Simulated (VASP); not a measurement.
Wanted: the native input for a VASP 6.6.1 run.

| Item | Value |
| --- | --- |
| Task | single point |
| Functional | PBE |
| Dispersion | D3(BJ) |
| Potentials or basis | VASP PAW PBE potentials, release 64 (In_d, Se) |
| Cutoff | 500 eV |
| k mesh | 12 × 12 × 2 |
| Occupations | gaussian, width 0.01 eV |
| Spin | no spin polarisation |
| Dipole correction | no |
| Further INCAR settings | ALGO = Normal; EDIFF = 1e-06; NBANDS = 48 |

The structure of InSe lies in POSCAR:

```
InSe
1.0
    4.0355976621      0.0000000000      0.0000000000
   -2.0177988311      3.4949300948      0.0000000000
    0.0000000000      0.0000000000     16.6223615790
In Se
4 4
Direct
    0.0000000000      0.0000000000      0.5840230059
    0.0000000000      0.0000000000      0.4159769941
    0.3333333333      0.6666666667      0.9159831805
    0.3333333333      0.6666666667      0.0840168195
    0.6666666667      0.3333333333      0.8386571915
    0.6666666667      0.3333333333      0.1613428085
    0.3333333333      0.6666666667      0.6612619172
    0.3333333333      0.6666666667      0.3387380828
```

These files were run (other wordings do the same):

INCAR

```
PREC = Accurate
ENCUT = 500
EDIFF = 1E-6
ISMEAR = 0
SIGMA = 0.01
LREAL = False
LASPH = True
NELM = 120
ALGO = Normal
ISIF = 2
LWAVE = False
LCHARG = True
GGA = PE
IVDW = 12
LELF = True
LVHAR = True
NBANDS = 48
GGA_COMPAT = False
```

KPOINTS

```
regular mesh
0
Gamma
  12 12 2
```

Potentials or basis: VASP PAW PBE potentials, release 64 (In_d, Se).

Launch:

```sh
$ cat potpaw_PBE.64/In_d/POTCAR potpaw_PBE.64/Se/POTCAR > POTCAR
$ mpirun -np 1 vasp_std > vasp.out
```

Results of the run:

- Pressure: 0.0 GPa
- Largest force: 0.014 eV/Å
- Band gap on the k mesh: 0.29 eV
- Dispersion energy per atom: -0.300 eV

Caveat: semilocal functionals underestimate gaps, and a narrow one can read as zero; spin-orbit coupling is left out, which moves the levels of the heavy elements.

Run time: 8 min on 1 thread of AMD EPYC 7R13 Processor (Zen 3) (shared host), peak memory 0.5 GiB.
